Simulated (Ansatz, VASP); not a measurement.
## TaO4F in VASP and in Ansatz

Contents of POSCAR:

```
TaO4F
1.0
   -2.3718150000      2.3718150000      3.2140520000
    2.3718150000     -2.3718150000      3.2140520000
    2.3718150000      2.3718150000     -3.2140520000
Ta F O
1 1 4
Direct
    0.0000000000      0.0000000000      0.0000000000
    0.2500000000      0.7500000000      0.5000000000
    0.3890000000      0.3500000000      0.5030000000
    0.6500000000      0.1530000000      0.0390000000
    0.8470000000      0.8860000000      0.4970000000
    0.1140000000      0.6110000000      0.9610000000
```

The input INCAR.step1:

```
SYSTEM = TaO4F
PREC     = Accurate       ! precision mode
ENCUT    = 520            ! plane-wave cutoff, eV
ISMEAR   = -1             ! smearing method
SIGMA    = 0.1            ! smearing width, eV
LREAL    = .False.        ! projectors in reciprocal space
LASPH    = .True.         ! aspherical terms in the spheres
NELM     = 100            ! most SCF steps
NBANDS   = 30             ! bands
GGA      = PE             ! functional
ALGO     = Normal         ! electronic algorithm
EDIFF    = 1E-4           ! SCF threshold, eV
LWAVE    = .True.         ! write WAVECAR
LCHARG   = .False.        ! write CHGCAR
```

Contents of INCAR.step2:

```
SYSTEM = TaO4F
PREC     = Accurate       ! precision mode
ENCUT    = 520            ! plane-wave cutoff, eV
EDIFF    = 1E-6           ! SCF threshold, eV
ISMEAR   = -1             ! smearing method
SIGMA    = 0.1            ! smearing width, eV
LREAL    = .False.        ! projectors in reciprocal space
LASPH    = .True.         ! aspherical terms in the spheres
NELM     = 100            ! most SCF steps
ALGO     = Normal         ! electronic algorithm
ISIF     = 2              ! what is computed and relaxed
LWAVE    = .False.        ! write WAVECAR
LCHARG   = .True.         ! write CHGCAR
METAGGA  = R2SCAN         ! meta-GGA
LMIXTAU  = .True.       
LELF     = .True.         ! ELF
LVHAR    = .True.       
NBANDS   = 30             ! bands
ISTART   = 1
```

KPOINTS

```
Automatic mesh
0
Gamma
  8 8 8
  0 0 0
```

Input for Ansatz:

```yaml
crystal:
  lattice:
    - [-2.371815, 2.371815, 3.214052]
    - [2.371815, -2.371815, 3.214052]
    - [2.371815, 2.371815, -3.214052]
  atoms:
    - { symbol: Ta, position: [0.0, 0.0, 0.0] }
    - { symbol: F, position: [0.25, 0.75, 0.5] }
    - { symbol: O, position: [0.389, 0.35, 0.503] }
    - { symbol: O, position: [0.65, 0.153, 0.039] }
    - { symbol: O, position: [0.847, 0.886, 0.497] }
    - { symbol: O, position: [0.114, 0.611, 0.961] }
  symmetry: { tolerance: 0.0003 }
kpoints:
  mp_grid: { grid: [8, 8, 8], shift: [0, 0, 0] }
  band_path:
    path:
      - [0.0, 0.0, 0.0]
      - [0.0, 0.0, 0.5]
      - [0.25, 0.25, 0.25]
      - [0.0, 0.5, 0.0]
      - [0.0, 0.0, 0.0]
      - [0.5, 0.5, -0.5]
      - [0.38614316, 0.61385684, -0.38614316]
      - [-0.38614316, 0.38614316, 0.38614316]
      - [0.0, 0.0, 0.0]
      - [0.0, 0.0, 0.5]
      - [-0.27228632, 0.27228632, 0.5]
    npoints: 7
magnetization:
  spin_polarized: false
scf:
  occupations: { method: fermi_dirac }
  lower_state_search: "off"
  max_iter: 200
hamiltonian:
  pseudopotentials: { kind: paw }
  xc: r2scan
basis:
  ecutwfc: 500
  fft_grid_basis: typed
output:
  forces: true
  stress: true
  eigenvalues: true
  bader: true
  populations: true
  elf: true
  write_potential: true
  volumetric_format: npy
  dos:
    e_range: [-12, 8]
    de: 0.05
    projected: { site_lists: { F: [F], O: [O], Ta: [Ta] } }
checkpoint:
  read: saved_state
```

Alike in both runs: task single point; functional r2SCAN; k mesh 8 × 8 × 8; no spin polarisation.

|  | VASP | Ansatz |
| --- | --- | --- |
| version | VASP 6.6.1 | Ansatz 0.2.0 |
| potentials or method | VASP PAW PBE potentials, release 64 (Ta_pv, F, O), cutoff 520 eV | PAW plane waves |
| occupations | fermi-dirac, width 0.1 eV | fermi-dirac |
| valence electrons in the cell | 42 | 44 |

```tsv
	VASP	Ansatz	Ansatz less VASP
pressure (GPa)	7.5	6.3	-1.15
traceless stress, the component that is largest in VASP (GPa)	-3.67	-2.96	+0.704
rms of the force components (eV/Å)	0.621	0.520	-0.1014
```

VASP's potentials were made for PBE, not for r2SCAN. Atom by atom the forces differ by 0.117 eV/Å (rms over components). VASP's potentials hold 42 valence electrons a cell and Ansatz's 44, so a difference there can come from the potentials and not from the codes.

Spin-orbit coupling is off throughout.
